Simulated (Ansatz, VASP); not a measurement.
## Ba in VASP and in Ansatz

File INCAR:

```
PREC = Accurate ; ENCUT = 520
EDIFF = 1E-7 ; ISMEAR = 1
SIGMA = 0.2 ; LREAL = False
LASPH = True ; NELM = 60
ALGO = Normal ; ISIF = 2
LWAVE = False ; LCHARG = False
GGA = PE ; NBANDS = 11
```

Contents of KPOINTS:

```
Automatic mesh
0
Gamma
  9 9 9
```

File POSCAR:

```
Ba
1.0
   -2.5124914082      2.5124914082      2.5124914082
    2.5124914082     -2.5124914082      2.5124914082
    2.5124914082      2.5124914082     -2.5124914082
Ba
1
Direct
    0.0000000000      0.0000000000      0.0000000000
```

Input for Ansatz:

```yaml
crystal:
  lattice:
    - [-2.5124914082, 2.5124914082, 2.5124914082]
    - [2.5124914082, -2.5124914082, 2.5124914082]
    - [2.5124914082, 2.5124914082, -2.5124914082]
  atoms:
    - { symbol: Ba, position: [0.0, 0.0, 0.0] }
hamiltonian:
  xc: pbe
  pseudopotentials:
    kind: paw
    azcp:
      Ba: "pseudopotentials/Ba.paw.azcp"
basis:
  ecutwfc: 420
  fft_grid_basis: typed
kpoints:
  mp_grid: { grid: [9, 9, 9], shift: [0, 0, 0] }
magnetization:
  spin_polarized: false
scf:
  occupations: { method: methfessel_paxton, width: 0.2 }
  lower_state_search: "off"
output:
  stress: true
```

Alike in both runs: task single point; functional PBE; k mesh 9 × 9 × 9; occupations methfessel-paxton of order 1, width 0.2 eV; no spin polarisation.

|  | VASP | Ansatz |
| --- | --- | --- |
| version | VASP 6.6.1 | Ansatz 0.2.0 |
| potentials or method | VASP PAW PBE potentials, release 64 (Ba_sv), cutoff 520 eV | plane waves (420 eV) with PAW, scalar-relativistic |
| valence electrons in the cell | 10 | 10 |

|  | VASP | Ansatz | Ansatz less VASP |
| --- | --- | --- | --- |
| pressure (GPa) | 0.0 | 0.0 | -0.05 |

The functional is the same, so the differences come from potentials, cutoffs and numerics.

Neither program's run includes spin-orbit coupling.
